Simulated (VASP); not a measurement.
# TaRu (P4/mmm) in VASP: notebook, part 2 of 2

VASP 6.6.1.

### Step 3. Electric field gradients, LDA (volume scaled by 0.96)

Contents of INCAR:

```
SYSTEM = TaRu
ALGO = Normal
EDIFF = 1E-8
ENCUT = 520
GGA = CA
ISIF = 2
ISMEAR = -1
LASPH = .TRUE.
LCHARG = .FALSE.
LEFG = .TRUE.
LREAL = .FALSE.
LWAVE = .FALSE.
NBANDS = 20
NELM = 80
PREC = Accurate
SIGMA = 0.05
```

Contents of KPOINTS:

```
k-points
0
G
  11 11 10
  0 0 0
```

Contents of POSCAR:

```
TaRu
1.0
    3.0117381852      0.0000000000      0.0000000000
    0.0000000000      3.0117381852      0.0000000000
    0.0000000000      0.0000000000      3.3431970880
Ta Ru
1 1
Direct
    0.5000000000      0.5000000000      0.5000000000
    0.0000000000      0.0000000000      0.0000000000
```

Potentials or basis: VASP PAW LDA potentials, release 64 (Ta_pv, Ru_pv).

The run is started by

```
$ cat potpaw_LDA.64/Ta_pv/POTCAR potpaw_LDA.64/Ru_pv/POTCAR > POTCAR
$ mpirun -np 1 vasp_std > vasp.out
```

OUTCAR:

```text
SYSTEM = TaRu
   EDIFF = 1E-8
   ENCUT = 520
   GGA = CA
   ISIF = 2
   ISMEAR = -1
   LASPH = .TRUE.
   LREAL = .FALSE.
   NELM = 80
   PREC = Accurate

 ion  position               nearest neighbor table
   1  0.500  0.500  0.500-   2 2.71   2 2.71   2 2.71   2 2.71   2 2.71   2 2.71   2 2.71   2 2.71

   2  0.000  0.000  0.000-   1 2.71   1 2.71   1 2.71   1 2.71   1 2.71   1 2.71   1 2.71   1 2.71

  LATTYP: Found a simple tetragonal cell.
 ALAT       =     3.0117381852
 C/A-ratio  =     1.1100556829

  Lattice vectors:

 A1 = (   3.0117381852,   0.0000000000,   0.0000000000)
 A2 = (   0.0000000000,   3.0117381852,   0.0000000000)
 A3 = (   0.0000000000,   0.0000000000,   3.3431970880)

Analysis of symmetry for initial positions (statically):
=====================================================================
 Subroutine PRICEL returns:
 Original cell was already a primitive cell.

 Routine SETGRP: Setting up the symmetry group for a
 simple tetragonal supercell.

 Subroutine GETGRP returns: Found 16 space group operations
 (whereof 16 operations were pure point group operations)
 out of a pool of 16 trial point group operations.

The static configuration has the point symmetry D_4h.

Analysis of symmetry for dynamics (positions and initial velocities):
=====================================================================
 Subroutine PRICEL returns:
 Original cell was already a primitive cell.

 Routine SETGRP: Setting up the symmetry group for a
 simple tetragonal supercell.

 Subroutine GETGRP returns: Found 16 space group operations
 (whereof 16 operations were pure point group operations)
 out of a pool of 16 trial point group operations.

The dynamic configuration has the point symmetry D_4h.

 Subroutine INISYM returns: Found 16 space group operations
 (whereof 16 operations are pure point group operations),
 and found     1 'primitive' translations

----------------------------------------------------------------------------------------

                                     Primitive cell

  volume of cell :      30.3247

  direct lattice vectors                    reciprocal lattice vectors
     3.011738185  0.000000000  0.000000000     0.332034174  0.000000000  0.000000000
     0.000000000  3.011738185  0.000000000     0.000000000  0.332034174  0.000000000
     0.000000000  0.000000000  3.343197088     0.000000000  0.000000000  0.299114881

  length of vectors
     3.011738185  3.011738185  3.343197088     0.332034174  0.332034174  0.299114881

  position of ions in fractional coordinates (direct lattice)
     0.500000000  0.500000000  0.500000000
     0.000000000  0.000000000  0.000000000

  ion indices of the primitive-cell ions
   primitive index   ion index
                 1           1
                 2           2

----------------------------------------------------------------------------------------

 KPOINTS: k-points

Automatic generation of k-mesh.
[... 71 lines left out ...]
   NFREE  =      0    steps in history (QN), initial steepest desc. (CG)
   ISIF   =      2    stress and relaxation
   ISYM   =      2    0-nonsym 1-usesym 2-fastsym
   POTIM  = 0.5000    time-step for ionic-motion
   TEBEG  =    0.0;   TEEND  =   0.0 temperature during run
   PSTRESS=    0.0 pullay stress
   NELECT =      25.0000    total number of electrons
   NUPDOWN=      -1.0000    fix difference up-down
   EMIN   =  10.00;   EMAX   =-10.00  energy-range for DOS
   EFERMI =   0.00;   METHOD = LEGACY
   ISMEAR =    -1;   SIGMA  =   0.05  broadening in eV -4-tet -1-fermi 0-gaus
   EFERMI_NEDOS =   21; number of points for ismear=-14 and -15
   IALGO  =     38    algorithm
   IMIX   =      4    mixing-type and parameters
     AMIX     =   0.40;   BMIX     =  1.00
     AMIX_MAG =   1.60;   BMIX_MAG =  1.00
  volume/ion in A,a.u.               =      15.16       102.32
  Fermi-wavevector in a.u.,A,eV,Ry     =   1.535051  2.900825 32.060501  2.356380
  Thomas-Fermi vector in A             =   2.641893
   LORBIT       =      0    0 simple, 1 ext, 2 COOP (PROOUT), +10 PAW based schemes
   GGA     = CA    functional components
   LHFCALC =     F    Hartree Fock is set to
   AEXX    =    0.0000 exact exchange contribution
   IVDW    =     0    specifies the selected vdW correction
   LEPSILON=     F    determine dielectric tensor
   LRPA    =     F    only Hartree local field effects (RPA)
 non-spin polarized calculation
  energy-cutoff  :      520.00
  volume of cell :       30.32
 maximum number of plane-waves:       836
 NGX is ok and might be reduce to    24
   NGX = 11   NGY = 11   NGZ = 13

 number of electron      24.9999997 magnetization

 Free energy of the ion-electron system (eV)
  ---------------------------------------------------
  ext. energy  EPLUGINS =         0.00000000
  ---------------------------------------------------
  free energy    TOTEN  =       -24.06866536 eV

  energy without entropy =      -24.04933193  energy(sigma->0) =      -24.05899864

 E-fermi :   9.7669     XC(G=0): -13.7146

 val. band max:        9.7511342728   @ k =   0.4545   0.1818   0.4000
 cond. band min:       9.7676573696   @ k =   0.4545   0.3636   0.0000
 fundamental gap:      0.0165230968
 Fermi energy:         9.7669120113

 k-point     1 :       0.0000    0.0000    0.0000
  band No.  band energies     occupation
      1     -33.0604      2.00000
      2     -32.9909      2.00000
      3     -32.9909      2.00000
      4     -24.8267      2.00000
      5     -24.6723      2.00000
      6     -24.6723      2.00000
[... 541 lines left out ...]
     19      19.3953      0.00000
     20      19.9337      0.00000

 [... further k-points ...]

------------------------ aborting loop because EDIFF is reached ----------------------------------------

  FORCE on cell =-STRESS in cart. coord.  units (eV):
  Direction    XX          YY          ZZ          XY          YZ          ZX
  --------------------------------------------------------------------------------------
  -------------------------------------------------------------------------------------
  Total        0.2298801      0.2298801      0.3333773      0.0000000      0.0000000      0.0000000
  in kB       12.1455048     12.1455048     17.6136815      0.0000000      0.0000000      0.0000000
  external PRESSURE =      13.9682303 kB  Pullay stress =       0.0000000 kB

 VOLUME and BASIS-vectors are now :
 -----------------------------------------------------------------------------
  energy-cutoff  :      520.00
  volume of cell :       30.32
      direct lattice vectors                 reciprocal lattice vectors
     3.011738185  0.000000000  0.000000000     0.332034174  0.000000000  0.000000000
     0.000000000  3.011738185  0.000000000     0.000000000  0.332034174  0.000000000
     0.000000000  0.000000000  3.343197088     0.000000000  0.000000000  0.299114881

 POSITION                                       TOTAL-FORCE (eV/Angst)
 -----------------------------------------------------------------------------------
      1.50587      1.50587      1.67160         0.000000      0.000000      0.000000
      0.00000      0.00000      0.00000         0.000000      0.000000      0.000000
 -----------------------------------------------------------------------------------
    total drift:                                0.000000      0.000000     -0.000000

  FREE ENERGIE OF THE ION-ELECTRON SYSTEM (eV)
  ---------------------------------------------------
  free  energy   TOTEN  =       -24.0686653606 eV

  energy  without entropy=      -24.0493319268  energy(sigma->0) =      -24.05899864

 Electric field gradients (V/A^2)
---------------------------------------------------------------------
 ion       V_xx      V_yy      V_zz      V_xy      V_xz      V_yz
---------------------------------------------------------------------
   1      -5.054    -5.054    10.108     0.000    -0.000     0.000
   2     -17.005   -17.005    34.009     0.000     0.000    -0.000
---------------------------------------------------------------------

 Electric field gradients after diagonalization (V/A^2)
 (convention: |V_zz| > |V_xx| > |V_yy|)
----------------------------------------------------------------------
 ion       V_xx      V_yy      V_zz     asymmetry (V_yy - V_xx)/ V_zz
----------------------------------------------------------------------
   1      -5.054    -5.054    10.108       0.000
   2     -17.005   -17.005    34.009       0.000
----------------------------------------------------------------------

           NMR quadrupolar parameters

 Cq : quadrupolar parameter    Cq=e*Q*V_zz/h
 eta: asymmetry parameters     (V_yy - V_xx)/ V_zz
 Q  : nuclear electric quadrupole moment in mb (millibarn)
----------------------------------------------------------------------
 ion       Cq(MHz)       eta       Q (mb)
----------------------------------------------------------------------
   1       0.024       0.000       1.000
   2       0.082       0.000       1.000
----------------------------------------------------------------------
```

stdout:

```text
POSCAR found type information on POSCAR TaRu
 POSCAR found :  2 types and       2 ions
 scaLAPACK will be used
 LDA part: xc-table for (Slater(with rela. corr.)+CA(PZ))
 , standard interpolation
 POSCAR, INCAR and KPOINTS ok, starting setup
 FFT: planning ... GRIDC
 FFT: planning ... GRID_SOFT
 FFT: planning ... GRID
 WAVECAR not read
 entering main loop
ion   1

ion   2
```

It took 22 s on 1 thread of Intel Xeon 6975P-C (Granite Rapids), shared host; peak memory 0.18 GiB.

What came out:

```yaml
Free_energy: -24.0687 eV
Pressure: 1.4 GPa
```

Levels at points of the mesh, in eV from the Fermi level:
```csv
k point,band 10,band 11,band 12,band 13,band 14,band 15
"(0.00, 0.00, 0.00)",-2.49,-2.49,-1.57,0.44,1.86,4.53
"(0.00, 0.00, 0.50)",-2.72,-1.88,-1.88,-0.84,0.12,0.79
```

Electric field gradients, principal values (V/Å²):
```
atom    least   middle  greatest (by size)
1 Ta   -5.054   -5.054              10.108
2 Ru  -17.005  -17.005              34.009
```

Caveat: without QUAD_EFG the Cq values of the log hold for a quadrupole moment of 1 mb, not for the nuclei; spin-orbit coupling is left out, which moves the levels of the heavy elements.
